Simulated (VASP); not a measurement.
Input of a VASP 6.6.1 run:

INCAR

```
SYSTEM = Mg4H
PREC = Accurate
ENCUT = 520
EDIFF = 1E-6
ISMEAR = 0
SIGMA = 0.1
LREAL = .FALSE.
LASPH = .TRUE.
NELM = 100
ALGO = Normal
ISIF = 2
LWAVE = .FALSE.
LCHARG = .FALSE.
LDIPOL = .TRUE.
IDIPOL = 3
DIPOL = 0.5 0.5 0.504
GGA = PS
NBANDS = 12
```

KPOINTS

```
Automatic mesh
0
G
  9 9 1
  0 0 0
```

POSCAR

```
Mg4H
1.0
    3.1837023370      0.0000000000      0.0000000000
   -1.5918511685      2.7571671019      0.0000000000
    0.0000000000      0.0000000000     26.7081898776
Mg H
4 1
Direct
    0.6666666667      0.3333333333      0.3182544395
    0.3333333333      0.6666666666      0.4146106426
    0.6666666667      0.3333333333      0.5090329198
    0.3333333333      0.6666666666      0.6065324327
    0.3333333333      1.1666666666      0.6708716985
```

Potentials or basis: VASP PAW PBE potentials, release 64 (Mg, H).

Command:

```console
$ cat potpaw_PBE.64/Mg/POTCAR potpaw_PBE.64/H/POTCAR > POTCAR
$ mpirun -np 1 vasp_std > vasp.out
```

Q: Estimate the largest force.

A: 1.570 eV/Å.

Forces in eV/Å, atoms in the order of the input:
```
Mg   0.004  0.002 -0.035
Mg   0.002  0.001  0.000
Mg   0.015  0.009  0.122
Mg  -0.002 -0.001  1.482
H   -0.019 -0.011 -1.570
```

Caveat: the PAW data sets were made with another functional, which shifts forces and pressure a little.
